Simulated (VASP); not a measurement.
CoO:

```xyz
2
Lattice="0.0000 2.1172 2.1172 2.1172 0.0000 2.1172 2.1172 2.1172 0.0000" Properties=species:S:1:pos:R:3 pbc="T T T"
Co    0.0000    0.0000    0.0000
O     2.1172    2.1172    2.1172
```

Base run:

* Program: VASP 6.6.1
* Functional: PBE
* Potentials or basis: VASP PAW PBE potentials, release 64 (Co, O)
* Cutoff: 520 eV
* k mesh: 11 × 11 × 11
* Occupations: fermi-dirac, width 0.05 eV
* Spin: collinear spin, ferromagnetic start
* Starting moments: [2.0, 0.0] μB

Its results: pressure 1.0 GPa; net moment 2.85 μB per cell; site moments Co +2.52; O +0.28 μB.

Problem. The run is repeated on the same cell with these changes: potentials or basis from VASP PAW PBE potentials, release 64 (Co, O) to VASP PAW PBE potentials, release 64 (Co_sv, O); cutoff from 520 eV to 600 eV; further incar settings from ALGO = Normal; EDIFF = 1e-06; NBANDS = 18 to ALGO = Normal; EDIFF = 1e-06; NBANDS = 22; valence electrons from 15 to 23. What comes out?

Solution. Pressure -1.0 GPa; net moment 2.88 μB per cell; site moments Co +2.49; O +0.28 μB.

Caveats: a cell with one magnetic atom can't hold antiferromagnetic order, which such compounds often take.
